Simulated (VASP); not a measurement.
A run of VASP 6.6.1:

INCAR

```
SYSTEM = ZnS3
PREC = Accurate
ENCUT = 600
EDIFF = 1E-6
ISMEAR = 0
SIGMA = 0.1
LREAL = .False.
LASPH = .True.
NELM = 80
ALGO = Normal
ISIF = 3
LWAVE = .False.
LCHARG = .False.
GGA = PE
IBRION = 2
NSW = 90
EDIFFG = -0.04
```

File KPOINTS:

```
regular mesh
0
Gamma
  6 6 6
  0 0 0
```

POSCAR

```
ZnS3
1.0
    0.0000000000      3.1696551429      3.1696551429
    3.1696551429      0.0000000000      3.1696551429
    3.1696551429      3.1696551429      0.0000000000
Zn S
1 3
Direct
    0.0000000000      0.0000000000      0.0000000000
    0.2500000000      0.2500000000      0.2500000000
    0.7500000000      0.7500000000      0.7500000000
    0.5000000000      0.5000000000      0.5000000000
```

Potentials or basis: VASP PAW PBE potentials, release 64 (Zn, S).

Launch:

```sh
$ cat potpaw_PBE.64/Zn/POTCAR potpaw_PBE.64/S/POTCAR > POTCAR
$ mpirun -np 1 vasp_std > vasp.out
```

Hardware: 1 thread of AMD EPYC 9R45 96-Core Processor (Zen 5), with other jobs on the host.

Question: Estimate the wall time of this run.

Answer: Wall time 26 s on 1 thread of AMD EPYC 9R45 96-Core Processor (Zen 5), on a shared host, peak memory 0.18 GiB. Counts: scf iterations 21, k points 16, ion steps 2.
